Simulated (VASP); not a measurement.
Wanted: the native input for a VASP 6.6.1 run.

| Item | Value |
| --- | --- |
| Task | single point |
| Functional | PBE |
| Potentials or basis | VASP PAW PBE potentials, release 64 (Pr_3, As, Au), 4f in core |
| Cutoff | 500 eV |
| k mesh | 12 × 12 × 4 |
| Occupations | gaussian, width 0.1 eV |
| Spin | no spin polarisation |
| Dipole correction | no |
| Further INCAR settings | ALGO = Normal; EDIFF = 1e-06; NBANDS = 33 |

The structure of PrAs3Au2 lies in POSCAR:

```
PrAs3Au2
1.0
    5.2663701908      0.0000000000      0.0000000000
   -2.6331850954      4.5608103710      0.0000000000
    0.0000000000      0.0000000000     10.1992239494
Pr As Au
1 3 2
Direct
    0.0000000000      0.0000000000      0.5000000000
    0.0000000000      0.0000000000      0.0000000000
    0.0000000000      0.0000000000      0.7882852073
    0.0000000000      0.0000000000      0.2117147927
    0.3333333333      0.6666666667      0.5000000000
    0.6666666667      0.3333333333      0.5000000000
```

The cell was generated, and may not be a known phase.

These files were run (other wordings do the same):

INCAR

```
SYSTEM = PrAs3Au2
PREC     = Accurate       ! precision mode
ENCUT    = 500            ! plane-wave cutoff, eV
EDIFF    = 1E-6           ! SCF threshold, eV
ISMEAR   = 0              ! smearing method
SIGMA    = 0.1            ! smearing width, eV
LREAL    = .False.        ! projectors in reciprocal space
LASPH    = .True.         ! aspherical terms in the spheres
NELM     = 200            ! most SCF steps
ALGO     = Normal         ! electronic algorithm
ISIF     = 2              ! what is computed and relaxed
LWAVE    = .False.        ! write WAVECAR
LCHARG   = .False.        ! write CHGCAR
GGA      = PE             ! functional
NBANDS   = 33             ! bands
GGA_COMPAT= .False.      
LMAXMIX  = 6              ! l up to which the mixer works
```

KPOINTS

```
regular mesh
0
Gamma
  12 12 4
  0 0 0
```

Potentials or basis: VASP PAW PBE potentials, release 64 (Pr_3, As, Au), 4f in core.

Command:

```console
$ cat potpaw_PBE.64/Pr_3/POTCAR potpaw_PBE.64/As/POTCAR potpaw_PBE.64/Au/POTCAR > POTCAR
$ mpirun -np 1 vasp_std > vasp.out
```

It gave:

- Pressure: 0.1 GPa
- Largest force: 0.101 eV/Å
- Band gap on the k mesh: zero (filled and empty bands touch)

Caveat: spin-orbit coupling is left out, which moves the levels of the heavy elements; the 4f electrons are frozen in the core, so they carry no moment and show no levels.

Wall time 7.2 min on 1 thread of AMD EPYC 7R43 64-Core Processor (Zen 3) (shared host), peak memory 0.59 GiB.
